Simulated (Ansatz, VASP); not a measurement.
**Two plane-wave programs on TiCo**

```xyz
2
Lattice="2.9661 0.0000 0.0000 0.0000 2.9661 0.0000 0.0000 0.0000 2.9661" Properties=species:S:1:pos:R:3 pbc="T T T"
Co    1.4830    1.4830    1.4830
Ti    0.0000    0.0000    0.0000
```

Alike in both runs: task single point; functional LDA; k mesh 9 × 9 × 9; occupations fermi-dirac, width 0.05 eV; collinear spin.

```csv
,VASP,Ansatz
version,VASP 6.6.1,Ansatz 0.2.0
potentials or method,"VASP PAW LDA potentials, release 64 (Co, Ti_sv)",Ansatz PAW
plane-wave cutoff (eV),520,420
valence electrons in the cell,21,29
```

Ansatz gave:

- gap on the k mesh at the Fermi level (eV): none
- pressure (GPa): -11.7
- net moment per atom (μB): 0.24
- size of the moment on the site where the two differ most (μB): 0.50

**Question.** Estimate VASP's values.

**Answer.** gap on the k mesh at the Fermi level (eV): none; pressure (GPa): -12.2; net moment per atom (μB): 0.21; size of the moment on the site where the two differ most (μB): 0.44.

LDA's correlation is that of Perdew and Zunger in VASP and of Perdew and Wang (1992) in Ansatz. Site moments also hang on the region over which each program counts them. A gap of «none» marks a metal or a gap that the smearing closes. VASP's potentials hold 21 valence electrons a cell and Ansatz's 29, so a difference there can come from the potentials and not from the codes.
